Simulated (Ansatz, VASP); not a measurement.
## Two plane-wave programs on GaH

```
Ga H
1.0
    -1.53194    1.53194    2.51575
     1.53194   -1.53194    2.51575
     1.53194    1.53194   -2.51575
Ga H
1 1
Direct
  0.00000 0.00000 0.00000
  0.50000 0.50000 0.00000
```

Alike in both runs: functional PBE; k mesh 16 × 16 × 16; occupations gaussian, width 0.1 eV; no spin polarisation.

Ansatz relaxed the structure, and its values are those at the end. VASP's run is a single point on that final structure, the one shown.

|  | VASP | Ansatz |
| --- | --- | --- |
| version | VASP 6.6.1 | Ansatz 0.2.0 |
| potentials or method | VASP PAW PBE potentials, release 64 (Ga_d, H), cutoff 520 eV | scalar-relativistic, plane waves, PAW |
| valence electrons in the cell | 14 | 14 |

|  | VASP | Ansatz | Ansatz less VASP |
| --- | --- | --- | --- |
| gap on the k mesh at the Fermi level (eV) | none | none | - |
| pressure (GPa) | 0.1 | 0.0 | -0.11 |

A gap of «none» marks a metal or a gap that the smearing closes.
